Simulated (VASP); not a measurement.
# AlRu (Pm-3m) in VASP: elastic constants with PBE

Aim: the elastic constants of AlRu with PBE.

Program: VASP 6.6.1. These are calculated values, not measurements. Logs are shortened: lines on timing, memory, paths and dates and some standing lists are left out, and cuts for length are marked.

**1. The cell of the first run**

The structure is cubic, space group Pm-3m (No. 221). The conventional cell has a = 2.992 Å, b = 2.992 Å, c = 2.992 Å, α = 90.00°, β = 90.00°, γ = 90.00°. Al (site symmetry m-3m) has 8 Ru at 2.59 Å and 6 Al at 2.99 Å within 3.4 Å. Ru (site symmetry m-3m) has 8 Al at 2.59 Å and 6 Ru at 2.99 Å within 3.4 Å.

**2. Elastic constants, PBE**

File INCAR:

```
  ALGO = Normal
  EDIFF = 1E-8
  ENCUT = 600
  GGA = PE
  IBRION = 6
  ISIF = 3
  ISMEAR = 1
  LASPH = True
  LCHARG = True
  LREAL = False
  LWAVE = False
  NBANDS = 16
  NELM = 60
  NFREE = 2
  NSW = 1
  POTIM = 0.015
  PREC = Accurate
  SIGMA = 0.05
```

File KPOINTS:

```
k-points
0
Gamma
  15 15 15
```

File POSCAR:

```
AlRu
1.0
    2.9916000000      0.0000000000      0.0000000000
    0.0000000000      2.9916000000      0.0000000000
    0.0000000000      0.0000000000      2.9916000000
Al Ru
1 1
Direct
    0.0000000000      0.0000000000      0.0000000000
    0.5000000000      0.5000000000      0.5000000000
```

Potentials or basis: VASP PAW PBE potentials, release 64 (Al, Ru_pv).

On the command line:

```
$ cat potpaw_PBE.64/Al/POTCAR potpaw_PBE.64/Ru_pv/POTCAR > POTCAR
$ mpirun -np 1 vasp_std > vasp.out
```

OUTCAR:

```text
EDIFF = 1E-8
   ENCUT = 600
   GGA = PE
   IBRION = 6
   ISIF = 3
   ISMEAR = 1
   LASPH = True
   LREAL = False
   NELM = 60
   NFREE = 2
   NSW = 1
   POTIM = 0.015
   PREC = Accurate

 ion  position               nearest neighbor table
   1  0.000  0.000  0.000-   2 2.59   2 2.59   2 2.59   2 2.59   2 2.59   2 2.59   2 2.59   2 2.59

   2  0.500  0.500  0.500-   1 2.59   1 2.59   1 2.59   1 2.59   1 2.59   1 2.59   1 2.59   1 2.59

  LATTYP: Found a simple cubic cell.
 ALAT       =     2.9916000000

  Lattice vectors:

 A1 = (   2.9916000000,   0.0000000000,   0.0000000000)
 A2 = (   0.0000000000,   2.9916000000,   0.0000000000)
 A3 = (   0.0000000000,   0.0000000000,   2.9916000000)

Analysis of symmetry for initial positions (statically):
=====================================================================
 Subroutine PRICEL returns:
 Original cell was already a primitive cell.

 Routine SETGRP: Setting up the symmetry group for a
 simple cubic supercell.

 Subroutine GETGRP returns: Found 48 space group operations
 (whereof 48 operations were pure point group operations)
 out of a pool of 48 trial point group operations.

The static configuration has the point symmetry O_h .

Analysis of symmetry for dynamics (positions and initial velocities):
=====================================================================
 Subroutine PRICEL returns:
 Original cell was already a primitive cell.

 Routine SETGRP: Setting up the symmetry group for a
 simple cubic supercell.

 Subroutine GETGRP returns: Found 48 space group operations
 (whereof 48 operations were pure point group operations)
 out of a pool of 48 trial point group operations.

The dynamic configuration has the point symmetry O_h .

 Subroutine INISYM returns: Found 48 space group operations
 (whereof 48 operations are pure point group operations),
 and found     1 'primitive' translations

----------------------------------------------------------------------------------------

                                     Primitive cell

  volume of cell :      26.7738

  direct lattice vectors                    reciprocal lattice vectors
     2.991600000  0.000000000  0.000000000     0.334269287  0.000000000  0.000000000
     0.000000000  2.991600000  0.000000000     0.000000000  0.334269287  0.000000000
     0.000000000  0.000000000  2.991600000     0.000000000  0.000000000  0.334269287

  length of vectors
     2.991600000  2.991600000  2.991600000     0.334269287  0.334269287  0.334269287

  position of ions in fractional coordinates (direct lattice)
     0.000000000  0.000000000  0.000000000
     0.500000000  0.500000000  0.500000000

  ion indices of the primitive-cell ions
   primitive index   ion index
                 1           1
                 2           2

----------------------------------------------------------------------------------------

 KPOINTS: k-points

Automatic generation of k-mesh.
 Grid dimensions read from file:
 generate k-points for:   15   15   15

 Generating k-lattice:

  Cartesian coordinates                     Fractional coordinates (reciprocal lattice)
     0.022284619  0.000000000  0.000000000     0.066666667  0.000000000  0.000000000
     0.000000000  0.022284619  0.000000000     0.000000000  0.066666667  0.000000000
     0.000000000  0.000000000  0.022284619     0.000000000  0.000000000  0.066666667

  Length of vectors
     0.022284619  0.022284619  0.022284619

  Shift w.r.t. Gamma in fractional coordinates (k-lattice)
     0.000000000  0.000000000  0.000000000

 Subroutine IBZKPT returns following result:
 ===========================================

 Found    120 irreducible k-points:

 Following reciprocal coordinates:
            Coordinates               Weight
  0.000000  0.000000  0.000000      1.000000
  0.066667  0.000000  0.000000      6.000000
  0.133333  0.000000  0.000000      6.000000
[... 49 lines left out ...]
   TEBEG  =    0.0;   TEEND  =   0.0 temperature during run
   PSTRESS=    0.0 pullay stress
   NELECT =      17.0000    total number of electrons
   NUPDOWN=      -1.0000    fix difference up-down
   EMIN   =  10.00;   EMAX   =-10.00  energy-range for DOS
   EFERMI =   0.00;   METHOD = LEGACY
   ISMEAR =     1;   SIGMA  =   0.05  broadening in eV -4-tet -1-fermi 0-gaus
   EFERMI_NEDOS =   21; number of points for ismear=-14 and -15
   IALGO  =     38    algorithm
   IMIX   =      4    mixing-type and parameters
     AMIX     =   0.40;   BMIX     =  1.00
     AMIX_MAG =   1.60;   BMIX_MAG =  1.00
  volume/ion in A,a.u.               =      13.39        90.34
  Fermi-wavevector in a.u.,A,eV,Ry     =   1.407087  2.659009 26.938090  1.979894
  Thomas-Fermi vector in A             =   2.529382
   LORBIT       =      0    0 simple, 1 ext, 2 COOP (PROOUT), +10 PAW based schemes
   GGA     = PE    functional components
   LHFCALC =     F    Hartree Fock is set to
   AEXX    =    0.0000 exact exchange contribution
   IVDW    =     0    specifies the selected vdW correction
   LEPSILON=     F    determine dielectric tensor
   LRPA    =     F    only Hartree local field effects (RPA)
 finite differences with symmetry
 non-spin polarized calculation
 Methfessel and Paxton  Order N= 1 SIGMA  =   0.05
  energy-cutoff  :      600.00
  volume of cell :       26.77
 maximum number of plane-waves:       922
 NGX is ok and might be reduce to    24
   NGX = 11   NGY = 11   NGZ = 11

--------------------------------------- Ionic step        1  -------------------------------------------

 number of electron      16.9999995 magnetization

 Free energy of the ion-electron system (eV)
  ---------------------------------------------------
  ext. energy  EPLUGINS =         0.00000000
  ---------------------------------------------------
  free energy    TOTEN  =       -14.25967530 eV

  energy without entropy =      -14.25926315  energy(sigma->0) =      -14.25953792

------------------------ aborting loop because EDIFF is reached ----------------------------------------

  FORCE on cell =-STRESS in cart. coord.  units (eV):
  Direction    XX          YY          ZZ          XY          YZ          ZX
  --------------------------------------------------------------------------------------
  -------------------------------------------------------------------------------------
  Total        0.4058550      0.4058550      0.4058550     -0.0000000      0.0000000     -0.0000000
  in kB       24.2868314     24.2868314     24.2868314     -0.0000000      0.0000000     -0.0000000
  external PRESSURE =      24.2868314 kB  Pullay stress =       0.0000000 kB
[... 89 lines left out ...]
  FREE ENERGIE OF THE ION-ELECTRON SYSTEM (eV)
  ---------------------------------------------------
  free  energy   TOTEN  =       -14.2472623370 eV

  energy  without entropy=      -14.2469907844  energy(sigma->0) =      -14.24717182

[... ionic steps 4 to 14 ...]

--------------------------------------- Ionic step       15  -------------------------------------------

 number of electron      16.9999995 magnetization

------------------------ aborting loop because EDIFF is reached ----------------------------------------
[... 67 lines left out ...]
--------------------------------------- Ionic step       17  -------------------------------------------

 number of electron      16.9999997 magnetization

 Free energy of the ion-electron system (eV)
  ---------------------------------------------------
  ext. energy  EPLUGINS =         0.00000000
  ---------------------------------------------------
  free energy    TOTEN  =       -14.25879736 eV

  energy without entropy =      -14.25838621  energy(sigma->0) =      -14.25866031

 E-fermi :  10.7248     XC(G=0): -12.5659

 val. band max:       10.7199331695   @ k =   0.0667   0.0667   0.0667
 cond. band min:      10.7253342837   @ k =   0.4667   0.1333   0.0667
 fundamental gap:      0.0054011142
 Fermi energy:        10.7248166777

 k-point     1 :       0.0000    0.0000    0.0000
  band No.  band energies     occupation
      1     -31.0472      2.00000
      2     -31.0472      2.00000
      3     -31.0472      2.00000
      4       1.0419      2.00000
      5       7.1533      2.00000
      6       7.1535      2.00000
[... 433 lines left out ...]
      3     -31.0276      2.00000
      4       3.5910      2.00000
      5       6.9634      2.00000
      6       8.0617      2.00000
[... 8 lines left out ...]
     15      23.7244      0.00000
     16      25.4011      0.00000

 [... further k-points ...]

------------------------ aborting loop because EDIFF is reached ----------------------------------------

  FORCE on cell =-STRESS in cart. coord.  units (eV):
  Direction    XX          YY          ZZ          XY          YZ          ZX
  --------------------------------------------------------------------------------------
  -------------------------------------------------------------------------------------
  Total        0.4068651      0.4098387      0.4098387      0.0000000      0.0000000      0.0000000
  in kB       24.3472799     24.5252254     24.5252254      0.0000000      0.0000000      0.0000000
  external PRESSURE =      24.4659102 kB  Pullay stress =       0.0000000 kB
[... 17 lines left out ...]
  FREE ENERGIE OF THE ION-ELECTRON SYSTEM (eV)
  ---------------------------------------------------
  free  energy   TOTEN  =       -14.2587973566 eV

  energy  without entropy=      -14.2583862069  energy(sigma->0) =      -14.25866031

 INTERNAL STRAIN TENSORS FROM STRAINED CELLS
 ============================================

 INTERNAL STRAIN TENSOR FOR ION    1 for displacements in x,y,z  (eV/Angst):
          X           Y           Z          XY          YZ          ZX
  --------------------------------------------------------------------------------
  x     0.00000     0.00000     0.00000     0.00000     0.00000    -0.00000
  y     0.00000     0.00000     0.00000     0.00000     0.00000     0.00000
  z     0.00000     0.00000     0.00000     0.00000     0.00000     0.00000

 INTERNAL STRAIN TENSORS FROM DISPLACED ATOMS
 ============================================

 INTERNAL STRAIN TENSOR FOR ION    1 for displacements in x,y,z  (eV/Angst):
          X           Y           Z          XY          YZ          ZX
  --------------------------------------------------------------------------------
  x     0.00000     0.00000     0.00000     0.00000     0.00000     0.00000
  y     0.00000     0.00000     0.00000     0.00000     0.00000     0.00000
  z     0.00000     0.00000     0.00000     0.00000     0.00000     0.00000

 INTERNAL STRAIN TENSOR FOR ION    2 for displacements in x,y,z  (eV/Angst):
          X           Y           Z          XY          YZ          ZX
  --------------------------------------------------------------------------------
  x     0.00000     0.00000     0.00000     0.00000     0.00000     0.00000
  y     0.00000     0.00000     0.00000     0.00000     0.00000     0.00000
  z     0.00000     0.00000     0.00000     0.00000     0.00000     0.00000

 Eigenvectors and eigenvalues of the dynamical matrix
 ----------------------------------------------------

   1 f  =    9.467913 THz    59.488653 2PiTHz  315.815592 cm-1    39.156125 meV
             X         Y         Z           dx          dy          dz
      0.000000  0.000000  0.000000     0.888457   -0.000000    0.000000
      1.495800  1.495800  1.495800    -0.458960    0.000000    0.000000
[... 21 lines left out ...]
   6 f/i=    0.000708 THz     0.004447 2PiTHz    0.023609 cm-1     0.002927 meV
             X         Y         Z           dx          dy          dz
      0.000000  0.000000  0.000000     0.275986   -0.366710   -0.000000
      1.495800  1.495800  1.495800     0.534255   -0.709878    0.000000

--------------------------------------------------------------------------------------------------------

 ELASTIC MODULI CONTR FROM IONIC RELAXATION (kBar)
 Direction    XX          YY          ZZ          XY          YZ          ZX
 --------------------------------------------------------------------------------
 XX           0.0000      0.0000      0.0000      0.0000      0.0000      0.0000
 YY           0.0000      0.0000      0.0000      0.0000      0.0000      0.0000
 ZZ           0.0000      0.0000      0.0000      0.0000      0.0000      0.0000
 XY           0.0000      0.0000      0.0000      0.0000      0.0000      0.0000
 YZ           0.0000      0.0000      0.0000      0.0000      0.0000      0.0000
 ZX           0.0000      0.0000      0.0000      0.0000      0.0000      0.0000
 --------------------------------------------------------------------------------

 TOTAL ELASTIC MODULI (kBar)
 Direction    XX          YY          ZZ          XY          YZ          ZX
 --------------------------------------------------------------------------------
 XX        3227.5338   1581.7692   1581.7692      0.0000      0.0000     -0.0000
 YY        1581.7692   3227.5338   1581.7692      0.0000      0.0000      0.0000
 ZZ        1581.7692   1581.7692   3227.5338      0.0000      0.0000     -0.0000
 XY           0.0000      0.0000      0.0000   1266.9778      0.0000      0.0000
 YZ           0.0000      0.0000      0.0000      0.0000   1266.9778      0.0000
 ZX          -0.0000      0.0000     -0.0000      0.0000      0.0000   1266.9778
 --------------------------------------------------------------------------------
```

It took 47 min on 1 thread of Oxide Virtual Turin-like, shared host; peak memory 0.76 GiB.

What came out:

```
Elastic constants C11, C12, C44 : 323, 158, 127 GPa
Voigt bulk modulus              : 213 GPa
Highest phonon frequency at Γ   : 316 cm⁻¹
```

Phonon frequencies in cm⁻¹ (negative: imaginary):
```csv
q point,frequencies
"(0.000, 0.000, 0.000)",0 0 0 316 316 316
```

Elastic tensor in Voigt notation (GPa, in the Cartesian axes of the cell as first typed):
```
323 158 158   0   0   0
158 323 158   0   0   0
158 158 323   0   0   0
  0   0   0 127   0   0
  0   0   0   0 127   0
  0   0   0   0   0 127
```

Clamped-ion elastic tensor (GPa):
```
323 158 158   0   0   0
158 323 158   0   0   0
158 158 323   0   0   0
  0   0   0 127   0   0
  0   0   0   0 127   0
  0   0   0   0   0 127
```

Caveat: the cell is under stress, which shifts elastic constants.
